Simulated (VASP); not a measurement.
Here is a VASP 6.6.1 calculation.

Contents of POSCAR:

```
AlRu
1.0
    3.0502737196      0.0000000000      0.0000000000
    0.0000000000      3.0502737196      0.0000000000
    0.0000000000      0.0000000000      3.0502737196
Ru Al
1 1
Direct
    0.5000000000      0.5000000000      0.5000000000
    0.0000000000      0.0000000000      0.0000000000
```

INCAR.step1

```
SYSTEM = AlRu
ALGO = Normal ; EDIFF = 1E-5
ENCUT = 520 ; GGA = PE
ISIF = 2 ; ISMEAR = -1
LASPH = .True. ; LREAL = .False.
LWAVE = .True. ; NBANDS = 16
NELM = 60 ; PREC = Accurate
SIGMA = 0.05
```

Contents of INCAR.step2:

```
SYSTEM = AlRu
AEXX = 0.25 ; ALGO = Normal
EDIFF = 1E-7 ; ENCUT = 520
GGA = PE ; ISIF = 2
ISMEAR = -1 ; ISTART = 1
LASPH = .True. ; LCHARG = .True.
LELF = .True. ; LHFCALC = .True.
LREAL = .False. ; LVHAR = .True.
LWAVE = .False. ; NBANDS = 16
NELM = 60 ; PREC = Accurate
PRECFOCK = Normal ; SIGMA = 0.05
```

The input KPOINTS:

```
k-points
0
Gamma
  4 4 4
  0 0 0
```

Potentials or basis: VASP PAW PBE potentials, release 64 (Ru_pv, Al).

Command:

```bash
$ cat potpaw_PBE.64/Ru_pv/POTCAR potpaw_PBE.64/Al/POTCAR > POTCAR
$ cp INCAR.step1 INCAR
$ mpirun -np 1 vasp_std > vasp.out
$ cp INCAR.step2 INCAR
$ mpirun -np 1 vasp_std > vasp.out
```

Q: What does it give for the pressure?

A: -17.5 GPa.

Caveat: the k points lie up to 0.51 Å⁻¹ apart; the PAW data sets were made with another functional, which shifts forces and pressure a little.
